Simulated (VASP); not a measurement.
Wanted: the native input for a VASP 6.6.1 run.

```
Task                   : single point
Functional             : PBE
Potentials or basis    : VASP PAW PBE potentials, release 64 (Ti_sv, B)
Cutoff                 : 520 eV
k mesh                 : 18 × 18 × 16
Occupations            : gaussian, width 0.15 eV
Spin                   : no spin polarisation
Dipole correction      : no
Further INCAR settings : ALGO = Normal; EDIFF = 1e-06; NBANDS = 16
```

The structure of TiB2 lies in POSCAR:

```
TiB2
1.0
    3.2659127743      0.0000000000      0.0000000000
   -1.6329563872      2.8283634291      0.0000000000
    0.0000000000      0.0000000000      2.7785567741
Ti B
1 2
Direct
    0.0000000000      0.0000000000      0.0000000000
    0.3333333333      0.6666666667      0.5000000000
    0.6666666667      0.3333333333      0.5000000000
```

This cell differs from its parent crystal: ratio of the length along z to the lengths across it x 0.8, volume and fractional coordinates fixed.

The input as run:

INCAR

```
ALGO = Normal ; EDIFF = 1E-6
ENCUT = 520 ; GGA = PE
ISIF = 2 ; ISMEAR = 0
LASPH = True ; LCHARG = False
LREAL = False ; LWAVE = False
NBANDS = 16 ; NELM = 100
PREC = Accurate ; SIGMA = 0.15
```

KPOINTS

```
k-points
0
Gamma
  18 18 16
```

Potentials or basis: VASP PAW PBE potentials, release 64 (Ti_sv, B).

Run with:

```console
$ cat potpaw_PBE.64/Ti_sv/POTCAR potpaw_PBE.64/B/POTCAR > POTCAR
$ mpirun -np 1 vasp_std > vasp.out
```

Results of the run:

| Property | Result |
| --- | --- |
| Pressure | -2.3 GPa |
| Band gap on the k mesh | zero (band 9 reaches 11.04 eV, above the bottom of band 10 at 8.73 eV) |

It took 110 s on 1 thread of AMD EPYC 7R13 Processor (Zen 3) (shared host), peak memory 0.22 GiB.
